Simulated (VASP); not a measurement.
## YB3: relaxation of cell and atoms with PBE

The system is YB3.

```
Y B
1.0
     3.59949    0.00000    0.00000
     0.00000    3.59949    0.00000
     0.00000    0.00000    3.59949
Y B
1 3
Direct
  0.00000 0.00000 0.00000
  0.00000 0.50000 0.50000
  0.50000 0.00000 0.50000
  0.50000 0.50000 0.00000
```

| Property | Result |
| --- | --- |
| Program | VASP 6.6.1 |
| Task | relaxation of cell and atoms |
| Functional | PBE |
| Potentials or basis | VASP PAW PBE potentials, release 64 (Y_sv, B) |
| Cutoff | 600 eV |
| k mesh | 14 × 14 × 14 |
| Occupations | gaussian, width 0.1 eV |
| Spin | no spin polarisation |
| Dipole correction | no |
| Further INCAR settings | ALGO = Normal; EDIFF = 1e-06; IBRION = 2; EDIFFG = -0.01; NSW = 100; ISIF = 3 |

```yaml
Relaxed_volume: 11.56 Å³/atom
Relaxed_cell: a = 3.590 Å, b = 3.590 Å, c = 3.590 Å, α = 90.00°, β = 90.00°, γ = 90.00°
Space_group_after_relaxing_to_0.05_Å: Pm-3m (No. 221)
Energy_gained_by_relaxing: 0.3 meV/atom
Ionic_steps: 3
Pressure_after_relaxing: 0.0 GPa
Band_gap_on_the_k_mesh: zero (band 10 reaches 5.46 eV, above the bottom of band 11 at 3.08 eV)
```

Step by step:
```csv
step,energy change (eV),largest force (eV/Å),pressure (GPa),volume (Å³)
1,0.0000,0.0000,-1.01,46.64
2,-0.0011,0.0000,0.32,46.14
3,-0.0012,0.0000,-0.01,46.25
```

Final structure:
```yaml
crystal:
  lattice:
    - [3.58959, 0.00000, 0.00000]
    - [0.00000, 3.58959, 0.00000]
    - [0.00000, 0.00000, 3.58959]
  atoms:
    - { symbol: Y, position: [0.00000, 0.00000, 0.00000] }
    - { symbol: B, position: [0.00000, 0.50000, 0.50000] }
    - { symbol: B, position: [0.50000, 0.00000, 0.50000] }
    - { symbol: B, position: [0.50000, 0.50000, 0.00000] }
```

Levels at points of the mesh, in eV from the Fermi level:
| k point | band 6 | band 7 | band 8 | band 9 | band 10 | band 11 | band 12 | band 13 | band 14 |
| --- | --- | --- | --- | --- | --- | --- | --- | --- | --- |
| (0.00, 0.00, 0.00) | -3.51 | -3.51 | -1.76 | -1.76 | -1.76 | 3.07 | 3.07 | 3.07 | 4.70 |
| (0.50, 0.00, 0.00) | -7.93 | -2.45 | -2.45 | -1.89 | -0.96 | 1.55 | 1.55 | 3.34 | 3.46 |
| (0.50, 0.50, 0.00) | -5.30 | -5.30 | -4.50 | -0.93 | -0.93 | 1.45 | 1.65 | 3.12 | 3.12 |
| (0.50, 0.50, 0.50) | -6.07 | -6.07 | -4.95 | -1.83 | -1.83 | -1.83 | 6.83 | 6.83 | 6.83 |

Run time: 2.9 min on 1 thread of Intel(R) Xeon(R) Platinum 8259CL CPU @ 2.50GHz (Skylake/Cascade Lake), with other jobs on the host, peak memory 0.27 GiB.
